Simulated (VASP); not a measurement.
# Au (Pm-3m) in VASP: further runs, part 2 of 2

VASP 6.6.1. The steps go on from the part before.

## Step 3: Single point, LDA

Contents of INCAR:

```
ALGO = Normal ; EDIFF = 1E-6
ENCUT = 520 ; ISIF = 2
ISMEAR = -1 ; LASPH = T
LCHARG = T ; LELF = T
LREAL = F ; LVHAR = T
LWAVE = F ; NBANDS = 12
NELM = 80 ; PREC = Accurate
SIGMA = 0.05
```

Contents of KPOINTS:

```
k-points
0
Gamma
  16 16 16
```

Contents of POSCAR:

```
Au
1.0
    2.6685457601      0.0000000000      0.0000000000
    0.0000000000      2.6685457601      0.0000000000
    0.0000000000      0.0000000000      2.6685457601
Au
1
Direct
    0.0000000000      0.0000000000      0.0000000000
```

Potentials or basis: VASP PAW LDA potentials, release 64 (Au).

On the command line:

```sh
$ cat potpaw_LDA.64/Au/POTCAR > POTCAR
$ mpirun -np 1 vasp_std > vasp.out
```

Wall time 11 s (1 thread of Intel Xeon 6975P-C (Granite Rapids), shared host); peak memory 0.14 GiB.

Results (log left out):

| Quantity | Value |
| --- | --- |
| Free energy | -4.1694 eV |
| Pressure | 0.4 GPa |

Levels at points of the mesh, in eV from the Fermi level:
```tsv
k point	band 2	band 3	band 4	band 5	band 6	band 7	band 8	band 9
(0.00, 0.00, 0.00)	-6.20	-6.20	-1.32	-1.32	-1.32	14.33	14.33	14.33
(0.50, 0.00, 0.00)	-5.74	-3.01	-3.01	-1.16	-0.78	2.52	16.46	18.92
(0.50, 0.50, 0.00)	-5.33	-2.70	-2.70	-0.03	3.84	3.84	7.31	12.06
(0.50, 0.50, 0.50)	-5.37	-5.37	0.08	0.08	8.84	8.84	8.84	10.03
```

Caveat: spin-orbit coupling is left out, which moves the levels of the heavy elements.

## Step 4: Relaxation of cell and atoms, LDA

This run uses another cell than the first one, of 17.88 Å³/atom, 0.941 times its volume.

Contents of INCAR:

```
SYSTEM = Au
PREC = Accurate ; ENCUT = 600
EDIFF = 1E-6 ; ISMEAR = -1
SIGMA = 0.05 ; LREAL = .False.
LASPH = .True. ; NELM = 60
ALGO = Normal ; ISIF = 3
LWAVE = .False. ; LCHARG = .False.
GGA = CA ; IBRION = 2
NSW = 60 ; EDIFFG = -0.005
```

Contents of KPOINTS:

```
Automatic mesh
0
Gamma
  16 16 16
  0 0 0
```

Contents of POSCAR:

```
Au
1.0
    2.6149805808      0.0000000000      0.0000000000
    0.0000000000      2.6149805808      0.0000000000
    0.0000000000      0.0000000000      2.6149805808
Au
1
Direct
    0.0000000000      0.0000000000      0.0000000000
```

Potentials or basis: VASP PAW LDA potentials, release 64 (Au).

On the command line:

```sh
$ cat potpaw_LDA.64/Au/POTCAR > POTCAR
$ mpirun -np 1 vasp_std > vasp.out
```

OUTCAR:

```text
SYSTEM = Au
   PREC = Accurate
   ENCUT = 600
   EDIFF = 1E-6
   ISMEAR = -1
   LREAL = .False.
   LASPH = .True.
   NELM = 60
   ISIF = 3
   GGA = CA
   IBRION = 2
   NSW = 60
   EDIFFG = -0.005

 ion  position               nearest neighbor table
   1  0.000  0.000  0.000-

  LATTYP: Found a simple cubic cell.
 ALAT       =     2.6149805808

  Lattice vectors:

 A1 = (   2.6149805808,   0.0000000000,   0.0000000000)
 A2 = (   0.0000000000,   2.6149805808,   0.0000000000)
 A3 = (   0.0000000000,   0.0000000000,   2.6149805808)

Analysis of symmetry for initial positions (statically):
=====================================================================
 Subroutine PRICEL returns:
[... 354 lines left out ...]

  energy without entropy =       -4.16642816  energy(sigma->0) =       -4.16779118

 E-fermi :   7.1357     XC(G=0): -12.2099

 val. band max:        7.1334080960   @ k =   0.5000   0.5000   0.1875
 cond. band min:       7.1541772740   @ k =   0.5000   0.5000   0.2500
 fundamental gap:      0.0207691780
 Fermi energy:         7.1357173758

 k-point     1 :       0.0000    0.0000    0.0000
  band No.  band energies     occupation
      1      -1.3125      2.00000
      2       0.9669      2.00000
      3       0.9669      2.00000
      4       5.8174      2.00000
      5       5.8174      2.00000
      6       5.8174      2.00000
      7      21.4438      0.00000
      8      21.4438      0.00000
      9      21.4438      0.00000
[... 265 lines left out ...]
 k-point    24 :       0.5000    0.1250    0.0000
  band No.  band energies     occupation
      1       1.2198      2.00000
      2       1.8354      2.00000
      3       3.2976      2.00000
      4       4.1842      2.00000
      5       5.7236      2.00000
      6       7.3424      0.03152
      7       9.6947      0.00000
      8      23.4945      0.00000
      9      24.5206      0.00000

 [... further k-points ...]
[... 5 lines left out ...]
  --------------------------------------------------------------------------------------
  -------------------------------------------------------------------------------------
  Total       -0.0038827     -0.0038827     -0.0038827      0.0000000      0.0000000      0.0000000
  in kB       -0.3261698     -0.3261698     -0.3261698      0.0000000      0.0000000      0.0000000
  external PRESSURE =      -0.3261698 kB  Pullay stress =       0.0000000 kB
[... 16 lines left out ...]
  FREE ENERGIE OF THE ION-ELECTRON SYSTEM (eV)
  ---------------------------------------------------
  free  energy   TOTEN  =        -4.1691541914 eV

  energy  without entropy=       -4.1664281624  energy(sigma->0) =       -4.16779118

 reached required accuracy - stopping structural energy minimisation
```

CONTCAR:

```text
Au
   1.00000000000000
     2.6717829060150069   -0.0000000000000000   -0.0000000000000000
     0.0000000000000001    2.6717829060150069    0.0000000000000000
     0.0000000000000000    0.0000000000000000    2.6717829060150069
  Au
     1
Direct
     1.0000000000000000    0.0000000000000000    1.0000000000000000

  0.00000000E+00  0.00000000E+00  0.00000000E+00
```

Wall time 41 s (1 thread of Intel Xeon 6975P-C (Granite Rapids), shared host); peak memory 0.17 GiB.

Results:

| Property | Result |
| --- | --- |
| Free energy | -4.1692 eV |
| Relaxed volume | 19.07 Å³/atom |
| Relaxed cell | a = 2.672 Å, b = 2.672 Å, c = 2.672 Å, α = 90.00°, β = 90.00°, γ = 90.00° |
| Space group after relaxing (to 0.05 Å) | Pm-3m (No. 221) |
| Energy gained by relaxing | 38.8 meV/atom |
| Ionic steps | 18 |
| Pressure after relaxing | 0.0 GPa |

Step by step:
| step | energy change (eV) | largest force (eV/Å) | pressure (GPa) | volume (Å³) |
| --- | --- | --- | --- | --- |
| 1 | 0.0000 | 0.0000 | 11.22 | 17.88 |
| 2 | 0.0564 | 0.0000 | -12.02 | 21.32 |
| 3 | -0.0387 | 0.0000 | -0.33 | 19.11 |
| 4 | -0.0388 | 0.0000 | -0.07 | 19.07 |
| 5 | -0.0388 | 0.0000 | 0.12 | 19.05 |
| 6 | -0.0388 | 0.0000 | 0.14 | 19.05 |
| 7 | -0.0388 | 0.0000 | 0.15 | 19.05 |
| 8 | -0.0388 | 0.0000 | 0.13 | 19.05 |
| 9 | -0.0388 | 0.0000 | 0.13 | 19.05 |
| 10 | -0.0388 | 0.0000 | 0.13 | 19.05 |
| 11 | -0.0388 | 0.0000 | 0.13 | 19.05 |
| 12 | -0.0388 | 0.0000 | 0.13 | 19.05 |
| 13 | -0.0388 | 0.0000 | 0.13 | 19.05 |
| 14 | -0.0388 | 0.0000 | 0.13 | 19.05 |
| 15 | -0.0388 | 0.0000 | 0.13 | 19.05 |
| 16 | -0.0388 | 0.0000 | 0.09 | 19.06 |
| 17 | -0.0388 | 0.0000 | 0.05 | 19.06 |
| 18 | -0.0388 | 0.0000 | -0.03 | 19.07 |

Final structure:
```
Au
1.0
     2.67178    0.00000    0.00000
     0.00000    2.67178    0.00000
     0.00000    0.00000    2.67178
Au
1
Direct
  0.00000 0.00000 0.00000
```

Caveat: spin-orbit coupling is left out, which moves the levels of the heavy elements.

## Step 5: Relaxation of cell and atoms, LDA

This run uses another cell than the first one, of 17.88 Å³/atom, 0.941 times its volume.

Contents of INCAR:

```
SYSTEM = Au
PREC = Accurate ; ENCUT = 500
EDIFF = 1E-7 ; ISMEAR = -1
SIGMA = 0.05 ; LREAL = .False.
LASPH = .True. ; NELM = 120
ALGO = Normal ; ISIF = 3
LWAVE = .False. ; LCHARG = .False.
GGA = CA ; IBRION = 2
NSW = 60 ; EDIFFG = -0.005
GGA_COMPAT = .False. ; NELMIN = 4
```

KPOINTS is that of step 4.

POSCAR is that of step 4.

Potentials or basis: VASP PAW LDA potentials, release 64 (Au_sv_GW).

On the command line:

```sh
$ cat potpaw_LDA.64/Au_sv_GW/POTCAR > POTCAR
$ mpirun -np 1 vasp_std > vasp.out
```

It took 60 s on 1 thread of AMD EPYC 9R14 (Zen 4), shared host; peak memory 0.12 GiB.

The run converged. Its results:

| Item | Value |
| --- | --- |
| Free energy | -3.4972 eV |
| Relaxed volume | 18.82 Å³/atom |
| Relaxed cell | a = 2.660 Å, b = 2.660 Å, c = 2.660 Å, α = 90.00°, β = 90.00°, γ = 90.00° |
| Space group after relaxing (to 0.05 Å) | Pm-3m (No. 221) |
| Energy gained by relaxing | 27.2 meV/atom |
| Ionic steps | 4 |
| Pressure after relaxing | 0.0 GPa |

Step by step:
```csv
step,energy change (eV),largest force (eV/Å),pressure (GPa),volume (Å³)
1,0.0000,0.0000,9.80,17.88
2,0.0664,0.0000,-13.12,20.86
3,-0.0271,0.0000,-0.30,18.85
4,-0.0272,0.0000,-0.03,18.82
```

Final structure:
```
Au
1.0
     2.65998    0.00000    0.00000
     0.00000    2.65998    0.00000
     0.00000    0.00000    2.65998
Au
1
Direct
  0.00000 0.00000 0.00000
```

Levels at points of the mesh, in eV from the Fermi level:
```tsv
k point	band 7	band 8	band 9	band 10	band 11	band 12
(0.00, 0.00, 0.00)	-6.28	-1.34	-1.34	-1.34	14.40	14.40
(0.50, 0.00, 0.00)	-3.05	-3.05	-1.17	-0.82	2.57	16.46
(0.50, 0.50, 0.00)	-2.74	-2.74	-0.02	3.85	3.85	7.42
(0.50, 0.50, 0.50)	-5.45	0.10	0.10	8.92	8.92	8.92
```

Caveat: spin-orbit coupling is left out, which moves the levels of the heavy elements.

## Step 6: Summary

| task | potentials or basis | cell | cutoff (eV) | second run | gap on the mesh (eV) | pressure (GPa) | relaxed volume (Å³/atom) |
| --- | --- | --- | --- | --- | --- | --- | --- |
| single point | VASP PAW LDA potentials, release 64 (Au) | a = 2.669 Å, 1 atom | 520 | - | none | 0.4 | - |
| relaxation of cell and atoms | VASP PAW LDA potentials, release 64 (Au) | relaxed from a = 2.615 Å, 1 atom | 600 | - | none | 0.0 | 19.07 |
| relaxation of cell and atoms | VASP PAW LDA potentials, release 64 (Au_sv_GW) | relaxed from a = 2.615 Å, 1 atom | 500 | valence_matched | none | 0.0 | 18.82 |

Alike in all rows: level LDA; no spin polarisation; k mesh 16 × 16 × 16; smearing fermi-dirac 0.05 eV.

Caveats: spin-orbit coupling is left out, which moves the levels of the heavy elements.

Absolute energies hang on the potentials; compare differences alone.
